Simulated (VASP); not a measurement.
Set up this calculation in VASP 6.6.1, as the native input.

- Task: relaxation of cell and atoms
- Functional: PBE
- Potentials or basis: VASP PAW PBE potentials, release 64 (Mg, Si, N)
- Cutoff: 600 eV
- k mesh: 8 × 8 × 8
- Occupations: gaussian, width 0.1 eV
- Spin: no spin polarisation
- Dipole correction: no
- Further INCAR settings: ALGO = Normal; EDIFF = 1e-06; IBRION = 2; EDIFFG = -0.04; NSW = 90; ISIF = 3

The structure of Mg2SiN2 lies in POSCAR:

```
Mg2SiN2
1.0
   -1.6856088800      1.6856088800      5.6043260900
    1.6856088800     -1.6856088800      5.6043260900
    1.6856088800      1.6856088800     -5.6043260900
Mg Si N
2 1 2
Direct
    0.7500000000      0.2500000000      0.5000000000
    0.2500000000      0.7500000000      0.5000000000
    0.5000000000      0.5000000000      0.0000000000
    0.1500000100      0.1500000100      0.0000000000
    0.8499999900      0.8499999900      0.0000000000
```

The cell was generated, and may not be a known phase.

The input as run:

INCAR

```
SYSTEM = Mg2SiN2
ALGO = Normal ; EDIFF = 1E-6
EDIFFG = -0.04 ; ENCUT = 600
GGA = PE ; IBRION = 2
ISIF = 3 ; ISMEAR = 0
LASPH = .TRUE. ; LCHARG = .FALSE.
LREAL = .FALSE. ; LWAVE = .FALSE.
NELM = 60 ; NSW = 90
PREC = Accurate ; SIGMA = 0.1
```

KPOINTS

```
k-points
0
G
  8 8 8
  0 0 0
```

Potentials or basis: VASP PAW PBE potentials, release 64 (Mg, Si, N).

Launch:

```console
$ cat potpaw_PBE.64/Mg/POTCAR potpaw_PBE.64/Si/POTCAR potpaw_PBE.64/N/POTCAR > POTCAR
$ mpirun -np 1 vasp_std > vasp.out
```

Results of the run:

```
Relaxed volume                        : 13.56 Å³/atom
Relaxed cell                          : a = 5.490 Å, b = 5.490 Å, c = 5.490 Å, α = 139.98°, β = 139.98°, γ = 57.88°
Space group after relaxing (to 0.1 Å) : I4/mmm (No. 139)
Energy gained by relaxing             : 201.3 meV/atom
Ionic steps                           : 11
Pressure after relaxing               : 0.1 GPa
Largest force after relaxing          : 0.007 eV/Å
Band gap on the k mesh                : 0.02 eV
```

Caveat: the smearing spreads over this small gap; semilocal functionals underestimate gaps, and a narrow one can read as zero.

Wall time 13 min on 1 thread of Intel(R) Xeon(R) Platinum 8259CL CPU @ 2.50GHz (Skylake/Cascade Lake), with other jobs on the host, peak memory 0.41 GiB.
